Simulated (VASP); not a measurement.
# Al16N15 (a cell with a defect) in VASP: notebook

The runs below take Al16N15 (a cell with a defect) through single point, with PBE.

All numbers are computed with VASP 6.6.1; they aren't measurements. Logs are shortened: lines on timing, memory, paths and dates and some standing lists are left out, and cuts for length are marked.

## 1. The cell of the first run

The cell holds a defect, 31 atoms: a = 7.627 Å, b = 7.627 Å, c = 7.627 Å, α = 109.47°, β = 109.47°, γ = 109.47°.

## 2. Single point, PBE, collinear spin

Contents of INCAR:

```
PREC = Accurate ; ENCUT = 520
EDIFF = 1E-6 ; ISMEAR = 0
SIGMA = 0.01 ; LREAL = Auto
LASPH = True ; NELM = 150
ALGO = Normal ; ISIF = 2
LWAVE = False ; LCHARG = True
ISPIN = 2 ; MAGMOM = 0.75 0 0.75 0.75 0 0 0 0 0 0 0 0.75 0 0 0 0 0 0 0 0 0 0 0 0 0 0 0 0 0 0 0
LORBIT = 11 ; GGA = PE
LELF = True ; LVHAR = True
NELECT = 121.0 ; NBANDS = 86
```

Contents of KPOINTS:

```
regular mesh
0
Gamma
  2 2 2
```

Contents of POSCAR:

```
Al16N15
1.0
   -4.4031742015     -4.4031742015      4.4031742015
    4.4031742015     -4.4031742015     -4.4031742015
    4.4031742015      4.4031742015      4.4031742015
Al N
16 15
Direct
    0.2500000000      0.0282254130      0.7500000000
    0.0036569218      0.0021319950      0.0021319950
    0.5282254130      0.7500000000      0.7500000000
    0.2500000000      0.7500000000      0.0282254130
   -0.0021319950      0.7500000000      0.2515249268
    0.7484750732     -0.0036569218      0.2484750732
    0.5021319950      0.0021319950      0.5036569218
   -0.0021319950      0.2515249268      0.7500000000
    0.7515249268      0.4978680050      0.7500000000
    0.5021319950      0.5036569218      0.0021319950
    0.2500000000      0.4978680050      0.2515249268
   -0.0282254130      0.4717745870      0.4717745870
    0.7515249268      0.7500000000      0.4978680050
    0.7484750732      0.2484750732     -0.0036569218
    0.4963430782      0.2484750732      0.2484750732
    0.2500000000      0.2515249268      0.4978680050
   -0.0009733607      0.7500000000     -0.0006223014
    0.4993776986      0.4990266393      0.7500000000
    0.2500000000      0.4990266393     -0.0006223014
    0.0006223014      0.5006223014      0.2496489407
    0.7500000000      0.7500000000      0.2500000000
    0.4993776986      0.7500000000      0.4990266393
   -0.0009733607     -0.0006223014      0.7500000000
    0.7500000000      0.2500000000      0.7500000000
    0.5009733607      0.2503510593      0.0009733607
    0.2500000000      0.2500000000      0.2500000000
    0.0006223014      0.2496489407      0.5006223014
    0.7496489407      0.5006223014      0.5006223014
    0.7503510593      0.0009733607      0.0009733607
    0.5009733607      0.0009733607      0.2503510593
    0.2500000000     -0.0006223014      0.4990266393
```

Potentials or basis: VASP PAW PBE potentials, release 64 (Al, N).

Launch:

```console
$ cat potpaw_PBE.64/Al/POTCAR potpaw_PBE.64/N/POTCAR > POTCAR
$ mpirun -np 1 vasp_std > vasp.out
```

OUTCAR:

```text
PREC = Accurate
   ENCUT = 520
   EDIFF = 1E-6
   ISMEAR = 0
   LREAL = Auto
   LASPH = True
   NELM = 150
   ISIF = 2
   ISPIN = 2
   LORBIT = 11
   GGA = PE
   NELECT = 121.0

 ion  position               nearest neighbor table
   1  0.250  0.028  0.750-  23 1.85  25 1.85  31 1.85   8 2.96  10 2.96  16 2.96  14 3.11  15 3.11
                             7 3.11   2 3.11   5 3.11  13 3.11
   2  0.004  0.002  0.002-  26 1.89  23 1.90  17 1.90  29 1.93   3 2.96  15 3.07  11 3.09  16 3.09
                             4 3.11   1 3.11   5 3.12  14 3.12   6 3.12   8 3.12  13 3.14   9 3.14
   3  0.528  0.750  0.750-  18 1.85  22 1.85  29 1.85   2 2.96   9 2.96  13 2.96   7 3.11  14 3.11
                            16 3.11   6 3.11  10 3.11  11 3.11
   4  0.250  0.750  0.028-  17 1.85  19 1.85  30 1.85   5 2.96   7 2.96  11 2.96  10 3.11   6 3.11
                            15 3.11   2 3.11   8 3.11   9 3.11
   5  0.998  0.750  0.252-  21 1.89  20 1.90  31 1.90  17 1.93   4 2.96  13 3.07  10 3.09   6 3.09
                            12 3.11   1 3.11   2 3.12  16 3.12   9 3.12  14 3.12   7 3.14  11 3.14
   6  0.748  0.996  0.248-  21 1.89  29 1.90  30 1.90  27 1.93  12 2.96  10 3.07   5 3.09  13 3.09
                             3 3.11   4 3.11   7 3.12  16 3.12   8 3.12   2 3.12  14 3.14  15 3.14
   7  0.502  0.002  0.504-  24 1.89  31 1.90  22 1.90  30 1.93   4 2.96  14 3.07   9 3.09   8 3.09
                             1 3.11   3 3.11   6 3.12  15 3.12  13 3.12  16 3.12  11 3.14   5 3.14
   8  0.998  0.252  0.750-  24 1.89  19 1.90  27 1.90  23 1.93   1 2.96   9 3.07   7 3.09  14 3.09
                            12 3.11   4 3.11   2 3.12  11 3.12   6 3.12  13 3.12  10 3.14  16 3.14
   9  0.752  0.498  0.750-  24 1.89  17 1.90  28 1.90  18 1.93   3 2.96   8 3.07   7 3.09  14 3.09
[... 16 lines left out ...]
  18  0.499  0.499  0.750-   3 1.85  10 1.90  16 1.90   9 1.93
  19  0.250  0.499  0.999-   4 1.85   8 1.90  10 1.90  11 1.93
  20  0.001  0.501  0.250-  12 1.85  11 1.90   5 1.90  14 1.93
  21  0.750  0.750  0.250-   5 1.89   6 1.89  10 1.89  13 1.89
  22  0.499  0.750  0.499-   3 1.85   7 1.90  11 1.90  13 1.93
  23  0.999  0.999  0.750-   1 1.85   2 1.90  13 1.90   8 1.93
  24  0.750  0.250  0.750-   7 1.89   8 1.89   9 1.89  14 1.89
  25  0.501  0.250  0.001-   1 1.85  14 1.90  15 1.90  10 1.93
  26  0.250  0.250  0.250-   2 1.89  11 1.89  15 1.89  16 1.89
  27  0.001  0.250  0.501-  12 1.85   8 1.90  16 1.90   6 1.93
  28  0.750  0.501  0.501-  12 1.85   9 1.90  13 1.90  15 1.93
  29  0.750  0.001  0.001-   3 1.85   6 1.90  14 1.90   2 1.93
  30  0.501  0.001  0.250-   4 1.85   6 1.90  15 1.90   7 1.93
  31  0.250  0.999  0.499-   1 1.85   5 1.90   7 1.90  16 1.93

  LATTYP: Found a body centered cubic cell.
 ALAT       =     8.8063484030

  Lattice vectors:

 A1 = (  -4.4031742015,  -4.4031742015,   4.4031742015)
 A2 = (   4.4031742015,  -4.4031742015,  -4.4031742015)
 A3 = (   4.4031742015,   4.4031742015,   4.4031742015)

Analysis of symmetry for initial positions (statically):
=====================================================================
 Subroutine PRICEL returns:
 Original cell was already a primitive cell.

 Routine SETGRP: Setting up the symmetry group for a
 body centered cubic supercell.

 Subroutine GETGRP returns: Found 24 space group operations
 (whereof  2 operations were pure point group operations)
 out of a pool of 48 trial point group operations.

The static configuration has the point symmetry C_1h.
 The point group associated with its full space group is T_d .

Analysis of symmetry for dynamics (positions and initial velocities):
=====================================================================
 Subroutine PRICEL returns:
 Original cell was already a primitive cell.

 Routine SETGRP: Setting up the symmetry group for a
 body centered cubic supercell.

 Subroutine GETGRP returns: Found 24 space group operations
 (whereof  2 operations were pure point group operations)
 out of a pool of 48 trial point group operations.

The dynamic configuration has the point symmetry C_1h.
 The point group associated with its full space group is T_d .

Analysis of structural, dynamic, and magnetic symmetry:
=====================================================================
 Subroutine PRICEL returns:
 Original cell was already a primitive cell.

 Routine SETGRP: Setting up the symmetry group for a
 body centered cubic supercell.

 Subroutine GETGRP returns: Found 24 space group operations
 (whereof  2 operations were pure point group operations)
 out of a pool of 48 trial point group operations.
[... 129 lines left out ...]
   PREC   = accura    normal or accurate (medium, high low for compatibility)
   ISTART =      0    job   : 0-new  1-cont  2-samecut
   ICHARG =      2    charge: 1-file 2-atom 10-const
   ISPIN  =      2    spin polarized calculation?
   LNONCOLLINEAR =      F non collinear calculations
   LSORBIT =      F    spin-orbit coupling
   LASPH  =      T    aspherical Exc in radial PAW
   ENCUT  =  520.0 eV  38.22 Ry    6.18 a.u.  14.18 14.18 14.18*2*pi/ulx,y,z
   NELM   =    150;   NELMIN=  2; NELMDL= -5     # of ELM steps
   EDIFF  = 0.1E-05   stopping-criterion for ELM
   LREAL  =      T    real-space projection
   EDIFFG = 0.1E-04   stopping-criterion for IOM
   NSW    =      0    number of steps for IOM
   IBRION =     -1    ionic relax: 0-MD 1-quasi-New 2-CG
   NFREE  =      0    steps in history (QN), initial steepest desc. (CG)
   ISIF   =      2    stress and relaxation
   ISYM   =      2    0-nonsym 1-usesym 2-fastsym
   POTIM  = 0.5000    time-step for ionic-motion
   TEBEG  =    0.0;   TEEND  =   0.0 temperature during run
   PSTRESS=    0.0 pullay stress
   NELECT =     121.0000    total number of electrons
   NUPDOWN=      -1.0000    fix difference up-down
   EMIN   =  10.00;   EMAX   =-10.00  energy-range for DOS
   EFERMI =   0.00;   METHOD = LEGACY
   ISMEAR =     0;   SIGMA  =   0.01  broadening in eV -4-tet -1-fermi 0-gaus
   EFERMI_NEDOS =   21; number of points for ismear=-14 and -15
   IALGO  =     38    algorithm
   IMIX   =      4    mixing-type and parameters
     AMIX     =   0.40;   BMIX     =  1.00
     AMIX_MAG =   1.60;   BMIX_MAG =  1.00
  volume/ion in A,a.u.               =      11.02        74.33
  Fermi-wavevector in a.u.,A,eV,Ry     =   1.158468  2.189187 18.259677  1.342048
  Thomas-Fermi vector in A             =   2.295070
   LORBIT       =     11    0 simple, 1 ext, 2 COOP (PROOUT), +10 PAW based schemes
   GGA     = PE    functional components
   LHFCALC =     F    Hartree Fock is set to
   AEXX    =    0.0000 exact exchange contribution
   IVDW    =     0    specifies the selected vdW correction
   LEPSILON=     F    determine dielectric tensor
   LRPA    =     F    only Hartree local field effects (RPA)
 spin polarized calculation
 Gauss-broadening in eV      SIGMA  =   0.01
  energy-cutoff  :      520.00
  volume of cell :      341.47
 maximum number of plane-waves:      9213
 NGX is ok and might be reduce to    60
   NGX = 29   NGY = 29   NGZ = 29

 number of electron     120.9999975 magnetization       0.9998938

 Free energy of the ion-electron system (eV)
  ---------------------------------------------------
  ext. energy  EPLUGINS =         0.00000000
  ---------------------------------------------------
  free energy    TOTEN  =      -239.35386586 eV

  energy without entropy =     -239.35386586  energy(sigma->0) =     -239.35386586

 E-fermi :   6.4706     XC(G=0): -10.6064

 val. band max:        6.4207534795   @ k =   0.5000   0.5000   0.5000
 cond. band min:       6.7150693219   @ k =   0.0000   0.0000   0.0000
 fundamental gap:      0.2943158424
 Fermi energy:         6.4705517302

 spin component 1

 k-point     1 :       0.0000    0.0000    0.0000
  band No.  band energies     occupation
      1      -9.1957      1.00000
      2      -7.5137      1.00000
      3      -7.5137      1.00000
      4      -7.5137      1.00000
      5      -7.4755      1.00000
      6      -7.4755      1.00000
[... 214 lines left out ...]
     71      11.9037      0.00000
     72      11.9037      0.00000
 Fermi energy:         6.4705517302

 spin component 2

 k-point     1 :       0.0000    0.0000    0.0000
  band No.  band energies     occupation
      1      -9.1723      1.00000
      2      -7.4859      1.00000
      3      -7.4859      1.00000
      4      -7.4859      1.00000
      5      -7.4484      1.00000
      6      -7.4484      1.00000
[... 214 lines left out ...]
     71      11.9719      0.00000
     72      11.9719      0.00000
 [bands above 72 left out]

------------------------ aborting loop because EDIFF is reached ----------------------------------------

  FORCE on cell =-STRESS in cart. coord.  units (eV):
  Direction    XX          YY          ZZ          XY          YZ          ZX
  --------------------------------------------------------------------------------------
  -------------------------------------------------------------------------------------
  Total      -16.1181704    -16.1181704    -16.1181704      0.0000000      0.0000000      0.0000000
  in kB      -75.6255821    -75.6255821    -75.6255821      0.0000000      0.0000000      0.0000000
  external PRESSURE =     -75.6255821 kB  Pullay stress =       0.0000000 kB

 VOLUME and BASIS-vectors are now :
 -----------------------------------------------------------------------------
  energy-cutoff  :      520.00
  volume of cell :      341.47
      direct lattice vectors                 reciprocal lattice vectors
    -4.403174201 -4.403174201  4.403174201     0.000000000 -0.113554444  0.113554444
     4.403174201 -4.403174201 -4.403174201     0.113554444 -0.113554444  0.000000000
     4.403174201  4.403174201  4.403174201     0.113554444  0.000000000  0.113554444

 POSITION                                       TOTAL-FORCE (eV/Angst)
 -----------------------------------------------------------------------------------
      2.32587      2.07731      4.27889         0.005138     -0.005138     -0.005138
      0.00267     -0.01610      0.01610        -0.007471     -0.000527      0.000527
      4.27889     -2.32587      2.32587        -0.005138     -0.005138      0.005138
      2.32587     -4.27889     -2.07731         0.005138      0.005138      0.005138
      0.01610     -6.58866      2.19891         0.000527      0.000527      0.007471
      2.18549     -6.58866      0.00267        -0.000527      0.000527     -0.007471
[... 23 lines left out ...]
     -1.09925     -1.10782      3.30393         0.002418     -0.014238      0.002418
      5.49694     -3.30393     -1.10234        -0.014238     -0.002418     -0.002418
 -----------------------------------------------------------------------------------
    total drift:                               -0.000015      0.000015     -0.000015

  FREE ENERGIE OF THE ION-ELECTRON SYSTEM (eV)
  ---------------------------------------------------
  free  energy   TOTEN  =      -239.3538658574 eV

  energy  without entropy=     -239.3538658574  energy(sigma->0) =     -239.35386586

 total charge

# of ion       s       p       d       tot
------------------------------------------
    1        0.385   0.413   0.000   0.798
    2        0.360   0.424   0.000   0.785
    3        0.385   0.413   0.000   0.798
    4        0.385   0.413   0.000   0.798
    5        0.360   0.424   0.000   0.785
    6        0.360   0.424   0.000   0.785
[... 23 lines left out ...]
   30        1.224   2.606   0.000   3.830
   31        1.224   2.606   0.000   3.830
--------------------------------------------------
tot         24.221  45.887   0.000  70.107

 magnetization (x)

# of ion       s       p       d       tot
------------------------------------------
    1        0.003   0.018   0.000   0.021
    2        0.000   0.001   0.000   0.001
    3        0.003   0.018   0.000   0.021
    4        0.003   0.018   0.000   0.021
    5        0.000   0.001   0.000   0.001
    6        0.000   0.001   0.000   0.001
[... 23 lines left out ...]
   30        0.001   0.015   0.000   0.016
   31        0.001   0.015   0.000   0.016
--------------------------------------------------
tot          0.033   0.280   0.000   0.313
```

It took 9.4 min on 1 thread of Intel Xeon Platinum 8375C at 2.90GHz (Ice Lake), shared host; peak memory 0.68 GiB.

Results:

```yaml
Free_energy: -239.3539 eV
Largest_force: 0.015 eV/Å
Net_moment: 1.00 μB per cell
Site_moments: Al +0.02, +0.00; N +0.02, +0.01 μB
Valence_electrons_inside_the_program's_atomic_spheres: Al 0.80, 0.79; N 3.83, 3.85
```

Forces in eV/Å, atoms in the order of the input:
```
Al   0.005 -0.005 -0.005
Al  -0.007 -0.001  0.001
Al  -0.005 -0.005  0.005
Al   0.005  0.005  0.005
Al   0.001  0.001  0.007
Al  -0.001  0.001 -0.007
Al   0.001  0.007  0.001
Al   0.001 -0.007 -0.001
Al  -0.001 -0.007  0.001
Al   0.001 -0.001 -0.007
Al   0.007  0.001  0.001
Al  -0.005  0.005 -0.005
Al  -0.001 -0.001  0.007
Al  -0.001  0.007 -0.001
Al  -0.007  0.001 -0.001
Al   0.007 -0.001 -0.001
N    0.002  0.002 -0.014
N   -0.002  0.014  0.002
N   -0.014  0.002  0.002
N   -0.002 -0.014 -0.002
N    0.000  0.000  0.000
N   -0.002 -0.002 -0.014
N    0.002  0.014 -0.002
N    0.000  0.000  0.000
N    0.002 -0.002  0.014
N    0.000  0.000  0.000
N   -0.002  0.002  0.014
N    0.014  0.002 -0.002
N    0.014 -0.002  0.002
N    0.002 -0.014  0.002
N   -0.014 -0.002 -0.002
```

Caveat: the k points lie up to 0.50 Å⁻¹ apart; the cell carries a net charge on a neutralising background, which shifts energy and pressure; the cell is charged against a uniform background, so pressure and absolute levels hang on convention.

(Part 1 of 3 ends here.)
